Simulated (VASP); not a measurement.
B:

```
B
1.0
     0.00000    1.98896    1.98896
     1.98896    0.00000    1.98896
     1.98896    1.98896    0.00000
B
4
Direct
  0.00000 0.00000 0.00000
  0.50000 0.00000 0.00000
  0.00000 0.00000 0.50000
  0.00000 0.50000 0.00000
```

```yaml
Program: VASP 6.6.1
Task: relaxation of cell and atoms
Functional: r2SCAN
Potentials_or_basis: VASP PAW PBE potentials, release 64 (B)
Cutoff: 600 eV
k_mesh: 8 × 8 × 8
Occupations: fermi-dirac, width 0.1 eV
Spin: no spin polarisation
```

At the start: pressure 445.5 GPa; volume 3.93 Å³/atom.

Problem. How do energy, volume and symmetry change on relaxing?

Solution. Over 22 steps the energy falls by 3188.7 meV/atom and the volume is 7.73 Å³/atom (+96.4 %); space group Fd-3m (No. 227, to 0.05 Å).

Step by step:
```
step  energy change (eV)  largest force (eV/Å)  pressure (GPa)  volume (Å³)
   1              0.0000                0.0000          445.47        15.74
   2             -7.5961                0.0000          -40.35        56.11
   3            -12.7449                0.0000           -4.43        31.63
   4            -12.7528                0.0000           -1.97        31.23
   5            -12.7545                0.0000            0.56        30.85
   6            -12.7545                0.0000            0.56        30.85
   7            -12.7545                0.0000            0.56        30.85
   8            -12.7545                0.0000            0.56        30.85
   9            -12.7545                0.0000            0.56        30.85
  10            -12.7545                0.0000            0.56        30.85
  11            -12.7545                0.0000            0.56        30.85
  12            -12.7545                0.0000            0.56        30.85
  13            -12.7545                0.0000            0.56        30.85
  14            -12.7545                0.0000            0.56        30.85
  15            -12.7545                0.0000            0.55        30.85
  16            -12.7545                0.0000            0.55        30.85
  17            -12.7545                0.0000            0.55        30.85
  18            -12.7545                0.0000            0.54        30.86
  19            -12.7545                0.0000            0.51        30.86
  20            -12.7545                0.0000            0.47        30.87
  21            -12.7546                0.0000            0.39        30.88
  22            -12.7546                0.0000            0.20        30.91
```

Final structure:
```xyz
4
Lattice="0.0000 2.4908 2.4908 2.4908 0.0000 2.4908 2.4908 2.4908 0.0000" Properties=species:S:1:pos:R:3 pbc="T T T"
B     2.4908    2.4908    0.0000
B     0.0000    1.2454    1.2454
B     1.2454    1.2454    0.0000
B     1.2454    0.0000    1.2454
```

Caveat: the volume moved by over 15 % at a fixed basis, so the end points are rough; the PAW data sets were made with another functional, which shifts forces and pressure a little.
